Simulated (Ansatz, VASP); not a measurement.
**Si in VASP and in Ansatz**

POSCAR

```
Si
1.0
    0.0000000000      2.7221188962      2.7221188962
    2.7221188962      0.0000000000      2.7221188962
    2.7221188962      2.7221188962      0.0000000000
Si
2
Direct
    0.0000000000      0.0000000000      0.0000000000
    0.2500000000      0.2500000000      0.2500000000
```

Contents of INCAR.step1:

```
SYSTEM = Si
PREC     = Accurate       ! precision mode
ENCUT    = 520            ! plane-wave cutoff, eV
EDIFF    = 1E-5           ! SCF threshold, eV
ISMEAR   = 0              ! smearing method
SIGMA    = 0.01           ! smearing width, eV
LREAL    = .False.        ! projectors in reciprocal space
LASPH    = .True.         ! aspherical terms in the spheres
NELM     = 60             ! most SCF steps
ALGO     = Normal         ! electronic algorithm
ISIF     = 2              ! what is computed and relaxed
LWAVE    = .True.         ! write WAVECAR
LCHARG   = .False.        ! write CHGCAR
GGA      = PE             ! functional
NBANDS   = 11             ! bands
```

Contents of INCAR.step2:

```
SYSTEM = Si
PREC     = Accurate       ! precision mode
ENCUT    = 520            ! plane-wave cutoff, eV
EDIFF    = 1E-7           ! SCF threshold, eV
ISMEAR   = 0              ! smearing method
SIGMA    = 0.01           ! smearing width, eV
LREAL    = .False.        ! projectors in reciprocal space
LASPH    = .True.         ! aspherical terms in the spheres
NELM     = 60             ! most SCF steps
ALGO     = Normal         ! electronic algorithm
ISIF     = 2              ! what is computed and relaxed
LWAVE    = .False.        ! write WAVECAR
LCHARG   = .False.        ! write CHGCAR
GGA      = PE             ! functional
LHFCALC  = .True.         ! exact exchange
AEXX     = 0.5            ! exact-exchange fraction
HFSCREEN = 0.1            ! screening, 1/A
PRECFOCK = Normal       
ISTART   = 1            
NBANDS   = 11             ! bands
```

File KPOINTS:

```
Automatic mesh
0
Gamma
  4 4 4
  0 0 0
```

Input for Ansatz:

```yaml
crystal:
  lattice:
    - [0.0, 2.7221188962, 2.7221188962]
    - [2.7221188962, 0.0, 2.7221188962]
    - [2.7221188962, 2.7221188962, 0.0]
  atoms:
    - { symbol: Si, position: [0.0, 0.0, 0.0] }
    - { symbol: Si, position: [0.25, 0.25, 0.25] }
kpoints:
  mp_grid: { grid: [4, 4, 4] }
hamiltonian:
  xc: { exchange: pbe, correlation: pbe, exx: { coeff: 0.5, omega: 0.1 } }
scf:
  occupations: { method: fixed }
  n_extra_bands: 4
output:
  forces: true
  stress: true
  eigenvalues: true
```

Alike in both runs: task single point; functional PBE-based screened hybrid with a share of 0.5 of exact exchange and HFSCREEN = 0.1; k mesh 4 × 4 × 4; no spin polarisation.

|  | VASP | Ansatz |
| --- | --- | --- |
| version | VASP 6.6.1 | Ansatz 0.2.0 |
| potentials or method | VASP PAW PBE potentials, release 64 (Si) | plane waves |
| plane-wave cutoff (eV) | 520 | 420 |
| occupations | gaussian, width 0.01 eV | fixed |
| valence electrons in the cell | 8 | 8 |

```tsv
	VASP	Ansatz	Ansatz less VASP
gap on the k mesh at the Fermi level (eV)	2.69	2.61	-0.078
pressure (GPa)	-2.3	-1.4	+0.86
```

VASP's potentials were made for PBE, not for PBE-based screened hybrid. Ansatz's warnings: stress exchange threshold loose, stress scf threshold loose.

The k mesh is coarse, so the values compare programs but aren't converged.
